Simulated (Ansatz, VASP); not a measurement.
## One calculation of BN, two programs

```
CELL_PARAMETERS angstrom
7.23000 0.00000 0.00000
0.00000 7.23000 0.00000
0.00000 0.00000 7.23000
ATOMIC_POSITIONS crystal
B 0.01055 0.00784 0.99768
B 0.00230 0.25730 0.24935
B 0.00472 0.49147 0.48098
B 0.00432 0.75122 0.74560
B 0.25032 0.00106 0.25509
B 0.26211 0.25745 0.49886
B 0.25195 0.49652 0.74693
B 0.24493 0.75258 0.00493
B 0.49615 0.99665 0.50719
B 0.49753 0.25855 0.75205
B 0.49037 0.49038 0.99461
B 0.51780 0.74383 0.24626
B 0.75175 0.99913 0.75452
B 0.74662 0.25390 0.99348
B 0.75051 0.50178 0.25385
B 0.75006 0.75781 0.49898
B 0.24993 0.25276 0.00170
B 0.25671 0.50238 0.25674
B 0.25182 0.75487 0.48437
B 0.24540 0.99881 0.74411
B 0.50243 0.24445 0.25008
B 0.50803 0.49985 0.49322
B 0.49873 0.74468 0.74936
B 0.49660 0.98955 0.00278
B 0.75140 0.24518 0.50175
B 0.74693 0.51398 0.75704
B 0.74066 0.73912 0.00333
B 0.74588 0.00312 0.24944
B 0.01268 0.24835 0.75222
B 0.99043 0.50194 0.00931
B 0.99505 0.75177 0.24295
B 0.99829 0.00786 0.49306
N 0.37001 0.36988 0.38492
N 0.38041 0.61602 0.61810
N 0.37174 0.87452 0.87942
N 0.38567 0.12153 0.13176
N 0.63187 0.36829 0.61788
N 0.61362 0.62900 0.88573
N 0.62233 0.87227 0.12122
N 0.62814 0.12025 0.37598
N 0.87281 0.38415 0.87981
N 0.86793 0.62164 0.12406
N 0.87521 0.88959 0.36864
N 0.87195 0.12053 0.62394
N 0.13162 0.37266 0.12236
N 0.12511 0.63053 0.37362
N 0.13064 0.87380 0.62352
N 0.12547 0.12564 0.87851
N 0.62508 0.61675 0.37674
N 0.61506 0.87410 0.61979
N 0.62377 0.12217 0.88016
N 0.62540 0.37433 0.12598
N 0.87307 0.62630 0.62326
N 0.87966 0.87413 0.86303
N 0.86733 0.13306 0.12420
N 0.87286 0.37458 0.37733
N 0.11621 0.63031 0.88250
N 0.11989 0.88143 0.13182
N 0.13068 0.12946 0.38465
N 0.11952 0.36322 0.62633
N 0.37817 0.62936 0.12196
N 0.38527 0.86909 0.37388
N 0.37803 0.12153 0.63201
N 0.36777 0.37738 0.86862
```

Change from the starting cell: all modes displaced by their root-mean-square amplitude at 300 K (nat).

Alike in both runs: task single point; functional PBE; k mesh 2 × 2 × 2; no spin polarisation.

|  | VASP | Ansatz |
| --- | --- | --- |
| version | VASP 6.6.1 | Ansatz 0.2.0 |
| potentials or method | VASP PAW PBE potentials, release 64 (B, N) | scalar-relativistic, plane waves, PAW |
| plane-wave cutoff (eV) | 520 | 420 |
| occupations | gaussian, width 0.01 eV | fixed |
| valence electrons in the cell | 256 | 256 |

|  | VASP | Ansatz | Ansatz less VASP |
| --- | --- | --- | --- |
| gap on the k mesh at the Fermi level (eV) | 3.93 | 3.94 | +0.012 |
| least direct gap on the mesh (eV) | 3.93 | 3.94 | +0.012 |

The k mesh is coarse, so the values compare programs but aren't converged.
